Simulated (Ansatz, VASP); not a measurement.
Two plane-wave programs on Cu4H

```
CELL_PARAMETERS angstrom
-2.45707 2.45707 2.45707
2.45707 -2.45707 2.45707
2.45707 2.45707 -2.45707
ATOMIC_POSITIONS crystal
Cu 0.00000 0.00000 0.50000
Cu 0.50000 0.00000 0.00000
Cu 0.00000 0.50000 0.00000
Cu 0.50000 0.50000 0.50000
H 0.00000 0.00000 0.00000
```

Change from the starting cell: species swapped into the Hg4Pt type (Im-3m, No. 229).

Alike in both runs: task relaxation of cell and atoms; functional PBE; k mesh 6 × 6 × 6; occupations gaussian, width 0.1 eV; no spin polarisation.

|  | VASP | Ansatz |
| --- | --- | --- |
| version | VASP 6.6.1 | Ansatz 0.2.0 |
| potentials or method | VASP PAW PBE potentials, release 64 (Cu, H), cutoff 600 eV | scalar-relativistic, plane waves, PAW |
| valence electrons in the cell | 45 | 77 |

Ansatz gave:

```
gap on the k mesh at the Fermi level, each at its own relaxed structure (eV) : none
relaxed volume (Å³/atom)                                                     : 11.37
relaxed cell length with the largest relative difference (Å)                 : 4.196
```

Task: What did VASP give for the same quantities?

Result: gap on the k mesh at the Fermi level, each at its own relaxed structure (eV): none; relaxed volume (Å³/atom): 11.40; relaxed cell length with the largest relative difference (Å): 4.199.

A gap of «none» marks a metal or a gap that the smearing closes. VASP's potentials hold 45 valence electrons a cell and Ansatz's 77, so a difference there can come from the potentials and not from the codes.
